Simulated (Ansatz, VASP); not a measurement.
## Two plane-wave programs on W3Se

```
W Se
1.0
     4.16953    0.00000    0.00000
     0.00000    4.16953    0.00000
     0.00000    0.00000    4.16953
W Se
3 1
Cartesian
  0.0000 2.0848 2.0848
  2.0848 0.0000 2.0848
  2.0848 2.0848 0.0000
  0.0000 0.0000 0.0000
```

Alike in both runs: task single point; functional r2SCAN; k mesh 4 × 4 × 4; occupations gaussian, width 0.1 eV; no spin polarisation.

```csv
,VASP,Ansatz
version,VASP 6.6.1,Ansatz 0.2.0
potentials or method,"VASP PAW PBE potentials, release 64 (W_sv, Se), cutoff 520 eV","scalar-relativistic, plane waves, PAW"
valence electrons in the cell,48,58
```

|  | VASP | Ansatz | Ansatz less VASP |
| --- | --- | --- | --- |
| gap on the k mesh at the Fermi level (eV) | none | none | - |
| pressure (GPa) | -17.9 | -18.5 | -0.63 |

VASP's potentials were made for PBE, not for r2SCAN. A gap of «none» marks a metal or a gap that the smearing closes. The functional is the same, so the differences come from potentials, cutoffs and numerics. VASP's potentials hold 48 valence electrons a cell and Ansatz's 58, so a difference there can come from the potentials and not from the codes.

The k mesh is coarse, so the values compare programs but aren't converged. Spin-orbit coupling is off throughout.
